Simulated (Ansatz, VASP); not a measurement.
# WS2: VASP beside Ansatz

```
W S
1.0
     1.57380    0.90864    6.37046
    -1.57380    0.90864    6.37046
     0.00000   -1.81727    6.37046
W S
1 2
Direct
  0.99933 0.99933 0.99933
  0.74796 0.74796 0.74796
  0.58401 0.58401 0.58401
```

Alike in both runs: task single point; functional PBEsol; k mesh 12 × 12 × 12; occupations gaussian, width 0.02 eV; no spin polarisation.

|  | VASP | Ansatz |
| --- | --- | --- |
| version | VASP 6.6.1 | Ansatz 0.2.0 |
| potentials or method | VASP PAW PBE potentials, release 64 (W_sv, S), cutoff 520 eV | scalar-relativistic, plane waves, PAW |
| valence electrons in the cell | 26 | 26 |

|  | VASP | Ansatz | Ansatz less VASP |
| --- | --- | --- | --- |
| gap on the k mesh at the Fermi level (eV) | 1.16 | 1.15 | -0.015 |
| least direct gap on the mesh (eV) | 1.93 | 1.93 | -0.005 |
| pressure (GPa) | 0.1 | 0.0 | -0.11 |
| rms of the force components (eV/Å) | 0.009 | 0.000 | -0.0092 |

VASP's potentials were made for PBE, not for PBEsol. Atom by atom the forces differ by 0.010 eV/Å (rms over components).

Spin-orbit coupling is off throughout.
